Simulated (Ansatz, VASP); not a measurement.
# One calculation of Tl, two programs

Contents of INCAR:

```
SYSTEM = Tl
ALGO = Normal ; EDIFF = 1E-6
ENCUT = 520 ; GGA = PS
ISIF = 2 ; ISMEAR = -1
LASPH = .True. ; LCHARG = .False.
LREAL = .False. ; LWAVE = .False.
NBANDS = 20 ; NELM = 80
PREC = Accurate ; SIGMA = 0.1
```

File KPOINTS:

```
k-points
0
Gamma
  9 9 9
  0 0 0
```

The input POSCAR:

```
Tl
1.0
    0.0000000000      3.5301688420      3.5301688420
    3.5301688420      0.0000000000      3.5301688420
    3.5301688420      3.5301688420      0.0000000000
Tl
2
Direct
    0.1250000000      0.1250000000      0.1250000000
    0.8750000000      0.8750000000      0.8750000000
```

Input for Ansatz:

```yaml
crystal:
  lattice:
    - [0.0, 3.530168842, 3.530168842]
    - [3.530168842, 0.0, 3.530168842]
    - [3.530168842, 3.530168842, 0.0]
  atoms:
    - { symbol: Tl, position: [0.125, 0.125, 0.125] }
    - { symbol: Tl, position: [0.875, 0.875, 0.875] }
hamiltonian:
  xc: pbesol
  pseudopotentials:
    kind: paw
    azcp:
      Tl: "pseudopotentials/Tl.paw.azcp"
basis:
  ecutwfc: 420
  fft_grid_basis: typed
kpoints:
  mp_grid: { grid: [9, 9, 9], shift: [0, 0, 0] }
magnetization:
  spin_polarized: false
scf:
  occupations: { method: fermi_dirac, width: 0.1 }
  lower_state_search: "off"
output:
  stress: true
```

Alike in both runs: task single point; functional PBEsol; k mesh 9 × 9 × 9; occupations fermi-dirac, width 0.1 eV; no spin polarisation.

|  | VASP | Ansatz |
| --- | --- | --- |
| version | VASP 6.6.1 | Ansatz 0.2.0 |
| potentials or method | VASP PAW PBE potentials, release 64 (Tl_d), cutoff 520 eV | plane waves (420 eV) with PAW, scalar-relativistic |
| valence electrons in the cell | 26 | 26 |

|  | VASP | Ansatz | Ansatz less VASP |
| --- | --- | --- | --- |
| pressure (GPa) | -1.2 | -1.2 | +0.05 |

VASP's potentials were made for PBE, not for PBEsol, and Ansatz warns of the same on its side. With one functional, cell and mesh, what is left measures potentials, basis and numerics.

Neither program's run includes spin-orbit coupling.
